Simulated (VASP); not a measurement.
# Be2Ag (P1) in VASP: a series of runs

Runs on Be2Ag. Level: LDA. Tasks: single point.

All numbers are computed with VASP 6.6.1; they aren't measurements. Logs are shortened: lines on timing, memory, paths and dates and some standing lists are left out, and cuts for length are marked.

**1. The cell of the first run**

The typed cell holds 6 atoms: a = 4.437 Å, b = 4.453 Å, c = 4.520 Å, α = 61.75°, β = 61.43°, γ = 60.19°.

**2. Single point, LDA**

INCAR reads:

```
PREC = Accurate
ENCUT = 520
EDIFF = 1E-7
ISMEAR = 1
SIGMA = 0.15
LREAL = False
LASPH = True
NELM = 100
ALGO = Normal
ISIF = 2
LWAVE = False
LCHARG = False
GGA = CA
NBANDS = 24
```

KPOINTS reads:

```
regular mesh
0
Gamma
  4 4 4
```

POSCAR reads:

```
Be2Ag
1.0
   -0.0218578800      3.1197820900      3.1554456700
    3.1254439300     -0.0376532000      3.1712410000
    3.1903706300      3.2005051100     -0.1025809000
Ag Be
2 4
Direct
    0.0172154235      0.9923923509      0.9985450008
    0.2536961154      0.2462754804      0.2460322467
    0.6256541986      0.6291505082      0.6248894153
    0.1252749217      0.6213547196      0.5974286779
    0.6152266306      0.6108216534      0.1394887217
    0.6340407687      0.1205801131      0.6042528057
```

Potentials or basis: VASP PAW LDA potentials, release 64 (Ag, Be).

On the command line:

```bash
cat potpaw_LDA.64/Ag/POTCAR potpaw_LDA.64/Be/POTCAR > POTCAR
mpirun -np 1 vasp_std > vasp.out
```

OUTCAR:

```text
PREC = Accurate
   ENCUT = 520
   EDIFF = 1E-7
   ISMEAR = 1
   LREAL = False
   LASPH = True
   NELM = 100
   ISIF = 2
   GGA = CA

 ion  position               nearest neighbor table
   1  0.017  0.992  0.999-   5 2.54   4 2.55   3 2.58   6 2.60   5 2.62   6 2.63   4 2.66   2 2.67
                             3 2.70   6 2.71   5 2.72   3 2.72   4 2.73   2 2.74   2 2.79   2 2.84
   2  0.254  0.246  0.246-   4 2.52   5 2.56   6 2.57   5 2.62   5 2.62   6 2.63   3 2.64   3 2.66
                             4 2.67   1 2.67   3 2.71   6 2.74   1 2.74   4 2.78   1 2.79   1 2.84
   3  0.626  0.629  0.625-   4 2.14   6 2.16   5 2.26   5 2.27   6 2.29   4 2.30   1 2.58   2 2.64
                             2 2.66   1 2.70   2 2.71   1 2.72
   4  0.125  0.621  0.597-   3 2.14   5 2.17   6 2.21   6 2.25   3 2.30   2 2.52   1 2.55   1 2.66
                             2 2.67   1 2.73   2 2.78
   5  0.615  0.611  0.139-   4 2.17   6 2.20   3 2.26   3 2.27   1 2.54   2 2.56   2 2.62   1 2.62
                             2 2.62   1 2.72
   6  0.634  0.121  0.604-   3 2.16   5 2.20   4 2.21   4 2.25   3 2.29   2 2.57   1 2.60   2 2.63
                             1 2.63   1 2.71   2 2.74

  Warning from LATTYP: Got some problem with cell dimensions!
  Tried to take original basis but could not verify dimensions!
  LATTYP: Found a triclinic cell.
 ALAT       =     7.7009373088
 B/A-ratio  =     0.5789108414
 C/A-ratio  =     0.5869676902
 COS(alpha) =     0.0032726079
 COS(beta)  =     0.2774335853
 COS(gamma) =     0.8663822290

  Lattice vectors:

 A1 = (   3.1691596900,  -6.2772173800,  -3.1396503400)
 A2 = (   3.1473018100,  -3.1574352900,   0.0157953300)
 A3 = (  -3.1903706300,  -3.2005051100,   0.1025809000)

Analysis of symmetry for initial positions (statically):
=====================================================================
 Subroutine PRICEL returns:
 Original cell was already a primitive cell.

 Routine SETGRP: Setting up the symmetry group for a
 triclinic supercell.

 Subroutine GETGRP returns: Found  1 space group operations
 (whereof  1 operations were pure point group operations)
 out of a pool of  2 trial point group operations.

The static configuration has the point symmetry C_1 .

Analysis of symmetry for dynamics (positions and initial velocities):
=====================================================================
 Subroutine PRICEL returns:
 Original cell was already a primitive cell.

 Routine SETGRP: Setting up the symmetry group for a
 triclinic supercell.

 Subroutine GETGRP returns: Found  1 space group operations
 (whereof  1 operations were pure point group operations)
 out of a pool of  2 trial point group operations.

The dynamic configuration has the point symmetry C_1 .

 Subroutine INISYM returns: Found  1 space group operations
 (whereof  1 operations are pure point group operations),
 and found     1 'primitive' translations

----------------------------------------------------------------------------------------

                                     Primitive cell

  volume of cell :      64.7292

  direct lattice vectors                    reciprocal lattice vectors
    -0.021857880  3.119782090  3.155445670    -0.156740942  0.161257213  0.156392048
     3.125443930 -0.037653200  3.171241000     0.160963760 -0.155490940  0.154848547
     3.190370630  3.200505110 -0.102580900     0.154681329  0.153431376 -0.150625776

  length of vectors
     4.437381596  4.452705582  4.520201385     0.273916199  0.272148557  0.264869072

  position of ions in fractional coordinates (direct lattice)
     0.017215423  0.992392351  0.998545001
     0.253696115  0.246275480  0.246032247
     0.625654199  0.629150508  0.624889415
     0.125274922  0.621354720  0.597428678
     0.615226631  0.610821653  0.139488722
     0.634040769  0.120580113  0.604252806

  ion indices of the primitive-cell ions
   primitive index   ion index
                 1           1
                 2           2
                 3           3
                 4           4
                 5           5
                 6           6

----------------------------------------------------------------------------------------

 KPOINTS: regular mesh

Automatic generation of k-mesh.
 Grid dimensions read from file:
 generate k-points for:    4    4    4

 Generating k-lattice:

  Cartesian coordinates                     Fractional coordinates (reciprocal lattice)
    -0.039185235  0.040314303  0.039098012     0.250000000 -0.000000000  0.000000000
     0.040240940 -0.038872735  0.038712137    -0.000000000  0.250000000 -0.000000000
     0.038670332  0.038357844 -0.037656444    -0.000000000  0.000000000  0.250000000

  Length of vectors
     0.068479050  0.068037139  0.066217268

  Shift w.r.t. Gamma in fractional coordinates (k-lattice)
     0.000000000  0.000000000  0.000000000

 Subroutine IBZKPT returns following result:
 ===========================================

 Found     36 irreducible k-points:

 Following reciprocal coordinates:
            Coordinates               Weight
  0.000000  0.000000  0.000000      1.000000
  0.250000 -0.000000 -0.000000      2.000000
  0.500000 -0.000000 -0.000000      1.000000
  0.000000  0.250000  0.000000      2.000000
  0.250000  0.250000  0.000000      2.000000
  0.500000  0.250000 -0.000000      2.000000
[... 16 lines left out ...]
 -0.000000 -0.250000  0.250000      2.000000
  0.250000 -0.250000  0.250000      2.000000
 [... further k-points ...]
   k-points           NKPTS =     36   k-points in BZ     NKDIM =     36   number of bands    NBANDS=     24
   number of dos      NEDOS =    301   number of ions     NIONS =      6
   total plane-waves  NPLWV =  46656
   dimension x,y,z NGX =    36 NGY =   36 NGZ =   36
   dimension x,y,z NGXF=    72 NGYF=   72 NGZF=   72
   ions per type =               2   4
   NGX,Y,Z   is equivalent  to a cutoff of  13.49, 13.44, 13.24 a.u.
   NGXF,Y,Z  is equivalent  to a cutoff of  26.97, 26.88, 26.48 a.u.
 SYSTEM =  unknown system
   PREC   = accura    normal or accurate (medium, high low for compatibility)
   ISTART =      0    job   : 0-new  1-cont  2-samecut
   ICHARG =      2    charge: 1-file 2-atom 10-const
   ISPIN  =      1    spin polarized calculation?
   LNONCOLLINEAR =      F non collinear calculations
   LSORBIT =      F    spin-orbit coupling
   LASPH  =      T    aspherical Exc in radial PAW
   ENCUT  =  520.0 eV  38.22 Ry    6.18 a.u.   8.25  8.28  8.40*2*pi/ulx,y,z
   NELM   =    100;   NELMIN=  2; NELMDL= -5     # of ELM steps
   EDIFF  = 0.1E-06   stopping-criterion for ELM
   LREAL  =      F    real-space projection
   EDIFFG = 0.1E-05   stopping-criterion for IOM
   NSW    =      0    number of steps for IOM
   IBRION =     -1    ionic relax: 0-MD 1-quasi-New 2-CG
   NFREE  =      0    steps in history (QN), initial steepest desc. (CG)
   ISIF   =      2    stress and relaxation
   ISYM   =      2    0-nonsym 1-usesym 2-fastsym
   POTIM  = 0.5000    time-step for ionic-motion
   TEBEG  =    0.0;   TEEND  =   0.0 temperature during run
   PSTRESS=    0.0 pullay stress
   NELECT =      30.0000    total number of electrons
   NUPDOWN=      -1.0000    fix difference up-down
   EMIN   =  10.00;   EMAX   =-10.00  energy-range for DOS
   EFERMI =   0.00;   METHOD = LEGACY
   ISMEAR =     1;   SIGMA  =   0.15  broadening in eV -4-tet -1-fermi 0-gaus
   EFERMI_NEDOS =   21; number of points for ismear=-14 and -15
   IALGO  =     38    algorithm
   IMIX   =      4    mixing-type and parameters
     AMIX     =   0.40;   BMIX     =  1.00
     AMIX_MAG =   1.60;   BMIX_MAG =  1.00
  volume/ion in A,a.u.               =      10.79        72.80
  Fermi-wavevector in a.u.,A,eV,Ry     =   1.266918  2.394128 21.838463  1.605082
  Thomas-Fermi vector in A             =   2.400094
   LORBIT       =      0    0 simple, 1 ext, 2 COOP (PROOUT), +10 PAW based schemes
   GGA     = CA    functional components
   LHFCALC =     F    Hartree Fock is set to
   AEXX    =    0.0000 exact exchange contribution
   IVDW    =     0    specifies the selected vdW correction
   LEPSILON=     F    determine dielectric tensor
   LRPA    =     F    only Hartree local field effects (RPA)
 non-spin polarized calculation
 Methfessel and Paxton  Order N= 1 SIGMA  =   0.15
  energy-cutoff  :      520.00
  volume of cell :       64.73
 maximum number of plane-waves:      1760
 NGX is ok and might be reduce to    36
   NGX = 17   NGY = 17   NGZ = 17

 number of electron      30.0000000 magnetization

 Free energy of the ion-electron system (eV)
  ---------------------------------------------------
  ext. energy  EPLUGINS =         0.00000000
  ---------------------------------------------------
  free energy    TOTEN  =       -24.28414100 eV

  energy without entropy =      -24.27675452  energy(sigma->0) =      -24.28167884

 E-fermi :   7.9998     XC(G=0): -11.7388

 val. band max:        7.9953123531   @ k =   0.0000   0.2500   0.0000
 cond. band min:       8.0018094439   @ k =  -0.2500   0.5000   0.2500
 fundamental gap:      0.0064970907
 Fermi energy:         7.9997991222

 k-point     1 :       0.0000    0.0000    0.0000
  band No.  band energies     occupation
      1      -1.9695      2.00000
      2       1.2399      2.00000
      3       1.2537      2.00000
      4       1.6869      2.00000
      5       1.7644      2.00000
      6       1.8337      2.00000
[... 16 lines left out ...]
     23      13.5392      0.00000
     24      13.5969      0.00000

 k-point     2 :       0.2500   -0.0000   -0.0000
  band No.  band energies     occupation
      1      -1.3484      2.00000
      2       1.2317      2.00000
      3       1.3025      2.00000
      4       1.6713      2.00000
      5       1.7264      2.00000
      6       1.8182      2.00000
[... 16 lines left out ...]
     23      16.3052      0.00000
     24      16.5862      0.00000
[... 565 lines left out ...]
     23      16.0037      0.00000
     24      17.4028      0.00000

 k-point    24 :       0.2500   -0.2500    0.2500
  band No.  band energies     occupation
      1      -0.0038      2.00000
      2       0.5913      2.00000
      3       1.1963      2.00000
      4       1.5689      2.00000
      5       1.9115      2.00000
      6       1.9440      2.00000
[... 16 lines left out ...]
     23      16.4237      0.00000
     24      17.5343      0.00000

 [... further k-points ...]

------------------------ aborting loop because EDIFF is reached ----------------------------------------

  FORCE on cell =-STRESS in cart. coord.  units (eV):
  Direction    XX          YY          ZZ          XY          YZ          ZX
  --------------------------------------------------------------------------------------
  -------------------------------------------------------------------------------------
  Total       -1.5416030     -1.7016371     -2.2545911     -0.4258908      1.3739626      1.2823869
  in kB      -38.1577811    -42.1189486    -55.8056742    -10.5416558     34.0083428     31.7416598
  external PRESSURE =     -45.3608013 kB  Pullay stress =       0.0000000 kB

 VOLUME and BASIS-vectors are now :
 -----------------------------------------------------------------------------
  energy-cutoff  :      520.00
  volume of cell :       64.73
      direct lattice vectors                 reciprocal lattice vectors
    -0.021857880  3.119782090  3.155445670    -0.156740942  0.161257213  0.156392048
     3.125443930 -0.037653200  3.171241000     0.160963760 -0.155490940  0.154848547
     3.190370630  3.200505110 -0.102580900     0.154681329  0.153431376 -0.150625776

 POSITION                                       TOTAL-FORCE (eV/Angst)
 -----------------------------------------------------------------------------------
      6.28702      3.21219      3.09901        -0.216309     -0.600546     -0.183866
      1.54911      1.56963      1.55629         0.121390      0.253930     -0.007564
      3.94633      3.92818      3.90530        -0.305670     -0.226282     -0.537302
      3.84529      2.27951      2.30448         0.394978      0.534917      0.044798
      2.34066      2.34281      3.86407        -0.380775     -0.243397      0.694318
      2.29080      3.90744      2.32109         0.386386      0.281377     -0.010385
 -----------------------------------------------------------------------------------
    total drift:                                0.000236      0.000144      0.000046

  FREE ENERGIE OF THE ION-ELECTRON SYSTEM (eV)
  ---------------------------------------------------
  free  energy   TOTEN  =       -24.2841409985 eV

  energy  without entropy=      -24.2767545212  energy(sigma->0) =      -24.28167884
```

It took 31 s on 1 thread of Intel Xeon Platinum 8488C (Sapphire Rapids), shared host; peak memory 0.19 GiB.

Results:

```yaml
Free_energy: -24.2841 eV
Pressure: -4.5 GPa
Largest_force: 0.828 eV/Å
Band_gap_on_the_k_mesh: zero (band 15 reaches 8.67 eV, above the bottom of band 16 at 6.46 eV)
```

Forces on the atoms (eV/Å):
```
Ag  -0.216 -0.601 -0.184
Ag   0.121  0.254 -0.008
Be  -0.306 -0.226 -0.537
Be   0.395  0.535  0.045
Be  -0.381 -0.243  0.694
Be   0.386  0.281 -0.010
```

Levels at points of the mesh, in eV from the Fermi level:
```
           k point  band 11  band 12  band 13  band 14  band 15  band 16  band 17  band 18  band 19  band 20
(0.00, 0.00, 0.00)    -4.47    -3.41     0.11     0.41     0.67     2.34     3.16     3.39     3.56     4.22
(0.50, 0.00, 0.00)    -4.69    -4.62    -2.65    -0.97    -0.81     1.70     1.86     3.38     4.97     5.73
(0.00, 0.50, 0.00)    -4.61    -4.50    -2.62    -0.89    -0.80     1.72     1.91     3.39     5.02     5.82
(0.50, 0.50, 0.00)    -4.36    -4.33    -3.32    -3.20    -1.58    -1.54     5.21     5.28     6.30     6.62
(0.00, 0.00, 0.50)    -4.64    -4.57    -2.62    -0.76    -0.61     2.01     2.11     3.66     5.37     5.68
(0.50, 0.00, 0.50)    -4.43    -4.28    -3.50    -3.18    -1.69    -1.52     5.20     5.56     6.19     6.40
(0.00, 0.50, 0.50)    -4.41    -4.30    -3.57    -3.13    -1.69    -1.53     5.18     5.59     6.25     6.30
(0.50, 0.50, 0.50)    -4.55    -4.49    -2.65    -1.08    -0.81     1.54     1.77     3.29     5.36     5.73
```

Caveat: the k points lie up to 0.43 Å⁻¹ apart.

(Continued in part 2 of 2.)
